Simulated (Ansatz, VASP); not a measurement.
# Mg2Si3N3: VASP beside Ansatz

```
Mg Si N
1.0
     3.11939    0.00000    0.00000
    -1.55969    2.70147    0.00000
     0.00000    0.00000   12.39252
Mg Si N
2 3 3
Direct
  0.33333 0.66667 0.05922
  0.66667 0.33333 0.26823
  0.66667 0.33333 0.89248
  0.33333 0.66667 0.49769
  0.66667 0.33333 0.71088
  0.33333 0.66667 0.21453
  0.66667 0.33333 0.46254
  0.33333 0.66667 0.64443
```

Alike in both runs: functional PBE; k mesh 6 × 6 × 2; occupations gaussian, width 0.2 eV; no spin polarisation.

Ansatz relaxed the structure, and its values are those at the end. VASP's run is a single point on that final structure, the one shown.

|  | VASP | Ansatz |
| --- | --- | --- |
| version | VASP 6.6.1 | Ansatz 0.2.0 |
| potentials or method | VASP PAW PBE potentials, release 64 (Mg, Si, N), cutoff 600 eV | scalar-relativistic, plane waves, PAW |
| valence electrons in the cell | 31 | 47 |

VASP gave:

| Item | Value |
| --- | --- |
| gap on the k mesh at the Fermi level (eV) | none |
| pressure (GPa) | -0.1 |
| rms of the force components (eV/Å) | 0.018 |

Question: What did Ansatz give for the same quantities?

Answer: gap on the k mesh at the Fermi level (eV): none; pressure (GPa): 0.0; rms of the force components (eV/Å): 0.018.

A gap of «none» marks a metal or a gap that the smearing closes. VASP's potentials hold 31 valence electrons a cell and Ansatz's 47, so a difference there can come from the potentials and not from the codes.

The k mesh is coarse, so the values compare programs but aren't converged.
